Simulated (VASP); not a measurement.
# AgI (F-43m) in VASP: further runs

The runs below take AgI through single point, with PBE, HSE06, PBE0.

Program: VASP 6.6.1. These are calculated values, not measurements. Logs are shortened: lines on timing, memory, paths and dates and some standing lists are left out, and cuts for length are marked.

**1. The cell of the first run**

The structure is cubic, space group F-43m (No. 216). Conventional cell: a = 6.577 Å, b = 6.577 Å, c = 6.577 Å, α = 90.00°, β = 90.00°, γ = 90.00°. Within 3.8 Å of Ag (site symmetry -43m) lie 4 I at 2.85 Å. Within 3.8 Å of I (site symmetry -43m) lie 4 Ag at 2.85 Å.

**2. Single point, PBE, non-collinear spin, zero start, spin-orbit coupling**

Contents of INCAR:

```
PREC     = Accurate       # precision mode
ENCUT    = 500            # plane-wave cutoff, eV
EDIFF    = 1E-6           # SCF threshold, eV
ISMEAR   = 0              # smearing method
SIGMA    = 0.01           # smearing width, eV
LREAL    = False          # projectors in reciprocal space
LASPH    = True           # aspherical terms in the spheres
NELM     = 200            # most SCF steps
ALGO     = Normal         # electronic algorithm
ISIF     = 2              # what is computed and relaxed
LWAVE    = False          # write WAVECAR
LCHARG   = False          # write CHGCAR
MAGMOM   = 0 0 0 0 0 0    # initial moments
LORBIT   = 11             # projections on sites
LSORBIT  = True           # spin-orbit coupling
GGA_COMPAT= False        
LORBMOM  = True         
LMAXMIX  = 4              # l up to which the mixer works
GGA      = PE             # functional
NBANDS   = 30             # bands
```

Contents of KPOINTS:

```
regular mesh
0
Gamma
  6 6 6
```

Contents of POSCAR:

```
AgI
1.0
    0.0000000000      3.2885749257      3.2885749257
    3.2885749257      0.0000000000      3.2885749257
    3.2885749257      3.2885749257      0.0000000000
Ag I
1 1
Direct
    0.0000000000      0.0000000000      0.0000000000
    0.2500000000      0.2500000000      0.2500000000
```

Potentials or basis: VASP PAW PBE potentials, release 64 (Ag, I).

Run with:

```bash
$ cat potpaw_PBE.64/Ag/POTCAR potpaw_PBE.64/I/POTCAR > POTCAR
$ mpirun -np 1 vasp_ncl > vasp.out
```

OUTCAR:

```text
PREC = Accurate
   ENCUT = 500
   EDIFF = 1E-6
   ISMEAR = 0
   LREAL = False
   LASPH = True
   NELM = 200
   ISIF = 2
   LORBIT = 11
   LSORBIT = True
   GGA = PE

 ion  position               nearest neighbor table
   1  0.000  0.000  0.000-   2 2.85   2 2.85   2 2.85   2 2.85
   2  0.250  0.250  0.250-   1 2.85   1 2.85   1 2.85   1 2.85

  LATTYP: Found a face centered cubic cell.
 ALAT       =     6.5771498514

  Lattice vectors:

 A1 = (   0.0000000000,   3.2885749257,   3.2885749257)
 A2 = (   3.2885749257,   0.0000000000,   3.2885749257)
 A3 = (   3.2885749257,   3.2885749257,   0.0000000000)

Analysis of symmetry for initial positions (statically):
=====================================================================
 Subroutine PRICEL returns:
 Original cell was already a primitive cell.

 Routine SETGRP: Setting up the symmetry group for a
 face centered cubic supercell.

 Subroutine GETGRP returns: Found 24 space group operations
 (whereof 24 operations were pure point group operations)
 out of a pool of 48 trial point group operations.

The static configuration has the point symmetry T_d .

Analysis of symmetry for dynamics (positions and initial velocities):
=====================================================================
 Subroutine PRICEL returns:
 Original cell was already a primitive cell.

 Routine SETGRP: Setting up the symmetry group for a
 face centered cubic supercell.

 Subroutine GETGRP returns: Found 24 space group operations
 (whereof 24 operations were pure point group operations)
 out of a pool of 48 trial point group operations.

The dynamic configuration has the point symmetry T_d .

Analysis of structural, dynamic, and magnetic symmetry:
=====================================================================
 Subroutine PRICEL returns:
 Original cell was already a primitive cell.

 Routine SETGRP: Setting up the symmetry group for a
 face centered cubic supercell.

 Subroutine GETGRP returns: Found 24 space group operations
 (whereof 24 operations were pure point group operations)
 out of a pool of 48 trial point group operations.

The overall configuration has the point symmetry T_d .

 Subroutine INISYM returns: Found 24 space group operations
 (whereof 24 operations are pure point group operations),
 and found     1 'primitive' translations

----------------------------------------------------------------------------------------

                                     Primitive cell

  volume of cell :      71.1301

  direct lattice vectors                    reciprocal lattice vectors
     0.000000000  3.288574926  3.288574926    -0.152041541  0.152041541  0.152041541
     3.288574926  0.000000000  3.288574926     0.152041541 -0.152041541  0.152041541
     3.288574926  3.288574926  0.000000000     0.152041541  0.152041541 -0.152041541

  length of vectors
     4.650747261  4.650747261  4.650747261     0.263343674  0.263343674  0.263343674

  position of ions in fractional coordinates (direct lattice)
     0.000000000  0.000000000  0.000000000
     0.250000000  0.250000000  0.250000000

  ion indices of the primitive-cell ions
   primitive index   ion index
                 1           1
                 2           2

----------------------------------------------------------------------------------------

 KPOINTS: regular mesh

Automatic generation of k-mesh.
 Grid dimensions read from file:
 generate k-points for:    6    6    6

 Generating k-lattice:

  Cartesian coordinates                     Fractional coordinates (reciprocal lattice)
[... 93 lines left out ...]
   NGX = 17   NGY = 17   NGZ = 17

 number of electron      18.0000002 magnetization       0.0000000     -0.0000000      0.0000000

 number of electron      18.0000002 magnetization       0.0000000      0.0000000      0.0000000

 number of electron      18.0000002 magnetization      -0.0000000     -0.0000000     -0.0000000

 number of electron      18.0000002 magnetization       0.0000000     -0.0000000     -0.0000000

 Free energy of the ion-electron system (eV)
  ---------------------------------------------------
  ext. energy  EPLUGINS =         0.00000000
  ---------------------------------------------------
  free energy    TOTEN  =        -4.94154220 eV

  energy without entropy =       -4.94154220  energy(sigma->0) =       -4.94154220

 E-fermi :   3.0084     XC(G=0):  -8.2567

 val. band max:        2.9401735144   @ k =   0.0000   0.0000   0.0000
 cond. band min:       4.0589493422   @ k =   0.0000   0.0000   0.0000
 fundamental gap:      1.1187758278
 Fermi energy:         3.0084350447

 k-point     1 :       0.0000    0.0000    0.0000
  band No.  band energies     occupation
      1      -9.8769      1.00000
      2      -9.8769      1.00000
      3      -1.4040      1.00000
      4      -1.4040      1.00000
      5      -1.3067      1.00000
      6      -1.3067      1.00000
[... 715 lines left out ...]
     29      14.0880      0.00000
     30      14.0921      0.00000

------------------------ aborting loop because EDIFF is reached ----------------------------------------

  FORCE on cell =-STRESS in cart. coord.  units (eV):
  Direction    XX          YY          ZZ          XY          YZ          ZX
  --------------------------------------------------------------------------------------
  -------------------------------------------------------------------------------------
  Total        0.2765367      0.2765367      0.2765367      0.0000000      0.0000000     -0.0000000
  in kB        6.2288821      6.2288821      6.2288821      0.0000000      0.0000000     -0.0000000
  external PRESSURE =       6.2288821 kB  Pullay stress =       0.0000000 kB

 VOLUME and BASIS-vectors are now :
 -----------------------------------------------------------------------------
  energy-cutoff  :      500.00
  volume of cell :       71.13
      direct lattice vectors                 reciprocal lattice vectors
     0.000000000  3.288574926  3.288574926    -0.152041541  0.152041541  0.152041541
     3.288574926  0.000000000  3.288574926     0.152041541 -0.152041541  0.152041541
     3.288574926  3.288574926  0.000000000     0.152041541  0.152041541 -0.152041541

 POSITION                                       TOTAL-FORCE (eV/Angst)
 -----------------------------------------------------------------------------------
      0.00000      0.00000      0.00000         0.000000      0.000000      0.000000
      1.64429      1.64429      1.64429        -0.000000     -0.000000     -0.000000
 -----------------------------------------------------------------------------------
    total drift:                               -0.000000     -0.000000     -0.000000

  FREE ENERGIE OF THE ION-ELECTRON SYSTEM (eV)
  ---------------------------------------------------
  free  energy   TOTEN  =        -4.9415421996 eV

  energy  without entropy=       -4.9415421996  energy(sigma->0) =       -4.94154220

 orbital moment (x)

 # of ion     p       d       tot
 ----------------------------------------
  1        -0.000  -0.000  -0.000
  2        -0.000   0.000  -0.000
 ----------------------------------------
           -0.000  -0.000  -0.000

 orbital moment (y)

 # of ion     p       d       tot
 ----------------------------------------
  1         0.000  -0.000  -0.000
  2        -0.000   0.000  -0.000
 ----------------------------------------
           -0.000  -0.000  -0.000

 orbital moment (z)

 # of ion     p       d       tot
 ----------------------------------------
  1         0.000   0.000   0.000
  2         0.000   0.000   0.000
 ----------------------------------------
            0.000   0.000   0.000

 Spin-Orbit-Coupling matrix elements

 Ion:    1  E_soc:     -0.0451778
 l=   1
     0.0000000    -0.0018446    -0.0018446
    -0.0018446     0.0000000    -0.0018446
    -0.0018446    -0.0018446     0.0000000
 l=   2
     0.0000000    -0.0011702     0.0000000    -0.0011702    -0.0045148
    -0.0011702     0.0000000    -0.0033861    -0.0011702    -0.0011287
     0.0000000    -0.0033861     0.0000000    -0.0033861     0.0000000
    -0.0011702    -0.0011702    -0.0033861     0.0000000    -0.0011287
    -0.0045148    -0.0011287     0.0000000    -0.0011287     0.0000000
 l=   3
     0.0000000     0.0000000     0.0000000     0.0000000     0.0000000     0.0000000     0.0000000
     0.0000000     0.0000000     0.0000000     0.0000000     0.0000000     0.0000000     0.0000000
     0.0000000     0.0000000     0.0000000     0.0000000     0.0000000     0.0000000     0.0000000
     0.0000000     0.0000000     0.0000000     0.0000000     0.0000000     0.0000000     0.0000000
     0.0000000     0.0000000     0.0000000     0.0000000     0.0000000     0.0000000     0.0000000
     0.0000000     0.0000000     0.0000000     0.0000000     0.0000000     0.0000000     0.0000000
     0.0000000     0.0000000     0.0000000     0.0000000     0.0000000     0.0000000     0.0000000

 Ion:    2  E_soc:     -0.2640131
 l=   1
     0.0000000    -0.0439011    -0.0439011
    -0.0439011     0.0000000    -0.0439011
    -0.0439011    -0.0439011     0.0000000
 l=   2
     0.0000000    -0.0000357     0.0000000    -0.0000357    -0.0000653
    -0.0000357     0.0000000    -0.0000490    -0.0000357    -0.0000163
     0.0000000    -0.0000490     0.0000000    -0.0000490     0.0000000
    -0.0000357    -0.0000357    -0.0000490     0.0000000    -0.0000163
    -0.0000653    -0.0000163     0.0000000    -0.0000163     0.0000000
 l=   3
     0.0000000     0.0000000     0.0000000     0.0000000     0.0000000     0.0000000     0.0000000
     0.0000000     0.0000000     0.0000000     0.0000000     0.0000000     0.0000000     0.0000000
     0.0000000     0.0000000     0.0000000     0.0000000     0.0000000     0.0000000     0.0000000
     0.0000000     0.0000000     0.0000000     0.0000000     0.0000000     0.0000000     0.0000000
     0.0000000     0.0000000     0.0000000     0.0000000     0.0000000     0.0000000     0.0000000
     0.0000000     0.0000000     0.0000000     0.0000000     0.0000000     0.0000000     0.0000000
     0.0000000     0.0000000     0.0000000     0.0000000     0.0000000     0.0000000     0.0000000

 total charge

# of ion       s       p       d       tot
------------------------------------------
    1        0.295   0.207   9.299   9.800
    2        1.499   2.753   0.031   4.283
--------------------------------------------------
tot          1.794   2.960   9.330  14.084

 magnetization (x)

# of ion       s       p       d       tot
------------------------------------------
    1       -0.000   0.000   0.000   0.000
    2       -0.000  -0.000   0.000  -0.000
--------------------------------------------------
tot         -0.000   0.000   0.000  -0.000

 magnetization (y)

# of ion       s       p       d       tot
------------------------------------------
    1       -0.000  -0.000   0.000  -0.000
    2        0.000  -0.000   0.000  -0.000
--------------------------------------------------
tot         -0.000  -0.000   0.000  -0.000

 magnetization (z)

# of ion       s       p       d       tot
------------------------------------------
    1        0.000   0.000   0.000   0.000
    2       -0.000  -0.000   0.000  -0.000
--------------------------------------------------
tot          0.000   0.000   0.000   0.000
```

It took 68 s on 1 thread of Intel Xeon 6975P-C (Granite Rapids), shared host; peak memory 0.4 GiB.

What came out:

* Free energy: -4.9415 eV
* Pressure: 0.6 GPa
* Net moment: 0.00 μB per cell
* Valence electrons inside the program's atomic spheres: Ag 9.80; I 4.28

Moments on the atoms (μB; x, y, z):
```
Ag  0.00 0.00 0.00
I   0.00 0.00 0.00
```

(Part 1 of 2 ends here.)
